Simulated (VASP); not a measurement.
# Fe2F: single point with PBE

Crystal: Fe2F.

```
Fe F
1.0
     5.29743    0.00000    0.00000
     0.00000    5.41420    0.00000
     0.00000    0.00000    2.57216
Fe F
4 2
Direct
  0.32329 0.86591 0.50000
  0.82329 0.63409 0.00000
  0.67671 0.13409 0.50000
  0.17671 0.36591 0.00000
  0.50000 0.50000 0.50000
  0.00000 0.00000 0.00000
```

* Program: VASP 6.6.1
* Task: single point
* Functional: PBE
* Potentials or basis: VASP PAW PBE potentials, release 64 (Fe, F)
* Cutoff: 520 eV
* k mesh: 4 × 4 × 6
* Occupations: gaussian, width 0.1 eV
* Spin: collinear spin, ferromagnetic start
* Starting moments: [3.05, 3.05, 3.05, 3.05, 0.15, 0.15] μB
* Dipole correction: no
* Further INCAR settings: ALGO = Normal; EDIFF = 1e-06; NBANDS = 36

* Pressure: -0.5 GPa
* Largest force: 0.053 eV/Å
* Net moment: 12.53 μB per cell
* Site moments: Fe +3.06; F +0.12 μB
* Valence electrons inside the program's atomic spheres: Fe 6.83; F 6.07

Forces in eV/Å, atoms in the order of the input:
```
Fe   0.032  0.043  0.000
Fe   0.032 -0.043  0.000
Fe  -0.032 -0.043  0.000
Fe  -0.032  0.043  0.000
F    0.000  0.000  0.000
F    0.000  0.000  0.000
```

Stress tensor (GPa, compression positive):
```
-0.64  0.00  0.00
 0.00 -0.43  0.00
 0.00  0.00 -0.38
```

Levels at points of the mesh, in eV from the Fermi level:
Spin up:
```
           k point  band 27  band 28  band 29  band 30  band 31  band 32  band 33  band 34
(0.00, 0.00, 0.00)    -1.79    -1.69    -1.67    -1.57     2.32     2.91     4.27     5.10
(0.50, 0.00, 0.00)    -1.68    -1.68    -1.55    -1.55     2.22     2.22     3.82     3.82
(0.00, 0.50, 0.00)    -1.76    -1.76    -1.74    -1.74     2.55     2.55     3.77     3.77
(0.50, 0.50, 0.00)    -1.70    -1.70    -0.80    -0.80    -0.43    -0.43     7.61     7.61
(0.00, 0.00, 0.50)    -0.99    -0.99     1.55     1.55     5.00     5.00     5.19     5.19
(0.50, 0.00, 0.50)    -0.95    -0.95     2.71     2.71     2.88     2.88     5.93     5.93
(0.00, 0.50, 0.50)    -1.17    -1.17     1.42     1.42     3.81     3.81     6.68     6.68
(0.50, 0.50, 0.50)    -0.98    -0.98     2.01     2.01     4.33     4.33     4.47     4.47
```
Spin down:
```csv
k point,band 12,band 13,band 14,band 15,band 16,band 17,band 18,band 19,band 20,band 21
"(0.00, 0.00, 0.00)",-1.68,-1.45,-1.42,-1.21,-0.88,-0.82,-0.18,0.54,0.65,0.78
"(0.50, 0.00, 0.00)",-1.95,-1.60,-1.60,-1.26,-1.26,-0.05,-0.05,0.66,0.66,0.73
"(0.00, 0.50, 0.00)",-1.88,-1.76,-1.76,-1.22,-1.22,0.46,0.46,0.69,0.69,0.80
"(0.50, 0.50, 0.00)",-2.54,-1.51,-1.51,-1.48,-1.48,0.58,0.58,0.82,0.82,0.86
"(0.00, 0.00, 0.50)",-1.41,-1.21,-1.21,-0.09,-0.09,-0.05,-0.05,0.47,0.47,0.81
"(0.50, 0.00, 0.50)",-1.57,-1.19,-1.19,-0.51,-0.51,0.08,0.08,0.39,0.39,0.82
"(0.00, 0.50, 0.50)",-1.41,-1.12,-1.12,-0.07,-0.07,0.13,0.13,0.69,0.69,0.75
"(0.50, 0.50, 0.50)",-1.29,-0.72,-0.72,-0.44,-0.44,-0.39,-0.39,0.87,0.87,0.87
```

Wall time 4.5 min on 1 thread of Intel Xeon 8259CL, with other jobs on the host, peak memory 0.29 GiB.

Caveat: the k points lie up to 0.41 Å⁻¹ apart; the run started ferromagnetic, and an antiferromagnetic order may lie lower in energy. With open d or f shells a metallic result of PBE can be an artefact of self-interaction; +U or a hybrid may open a gap.
